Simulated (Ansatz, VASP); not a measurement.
BaTiO3: VASP beside Ansatz

The input INCAR:

```
ALGO = Normal ; EDIFF = 1E-6
ENCUT = 1340 ; GGA = PS
GGA_COMPAT = F ; ISIF = 2
ISMEAR = 0 ; LASPH = T
LCHARG = F ; LREAL = F
LWAVE = F ; NBANDS = 28
NELM = 120 ; PREC = Accurate
SIGMA = 0.01
```

File KPOINTS:

```
k-points
0
Gamma
  4 4 4
```

File POSCAR:

```
BaTiO3
1.0
    3.8961908378      0.0000000000      0.0000000000
    0.0000000000      3.8961908378      0.0000000000
    0.0000000000      0.0000000000      3.8961908378
Ba Ti O
1 1 3
Direct
    0.5000000000      0.5000000000      0.5000000000
    0.0000000000      0.0000000000      0.0000000000
    0.5000000000      0.0000000000      0.0000000000
    0.0000000000      0.5000000000      0.0000000000
    0.0000000000      0.0000000000      0.5000000000
```

Input for Ansatz:

```yaml
crystal:
  lattice:
    - [3.8961908378327372, 0.0, 0.0]
    - [0.0, 3.8961908378327372, 0.0]
    - [0.0, 0.0, 3.8961908378327372]
  atoms:
    - { symbol: Ba, position: [0.5, 0.5, 0.5] }
    - { symbol: Ti, position: [0.0, 0.0, 0.0] }
    - { symbol: O, position: [0.5, 0.0, 0.0] }
    - { symbol: O, position: [0.0, 0.5, 0.0] }
    - { symbol: O, position: [0.0, 0.0, 0.5] }
basis:
  ecutwfc: 500.0
kpoints:
  mp_grid:
    grid: [4, 4, 4]
hamiltonian:
  xc: pbesol
scf:
  occupations:
    method: fixed
output:
  stress: true
```

Alike in both runs: task single point; functional PBEsol; k mesh 4 × 4 × 4; no spin polarisation.

|  | VASP | Ansatz |
| --- | --- | --- |
| version | VASP 6.6.1 | Ansatz 0.2.0 |
| potentials or method | VASP PAW PBE potentials, release 64 (Ba_sv, Ti_sv, O_h), cutoff 1340 eV | plane waves, PAW |
| occupations | gaussian, width 0.01 eV | fixed |
| valence electrons in the cell | 40 | 40 |

VASP gave:

| Item | Value |
| --- | --- |
| pressure (GPa) | 13.9 |

Question: What did Ansatz give for the same quantities?

Answer: Pressure (GPa): 11.6.

VASP's potentials were made for PBE, not for PBEsol.

Spin-orbit coupling is off throughout.
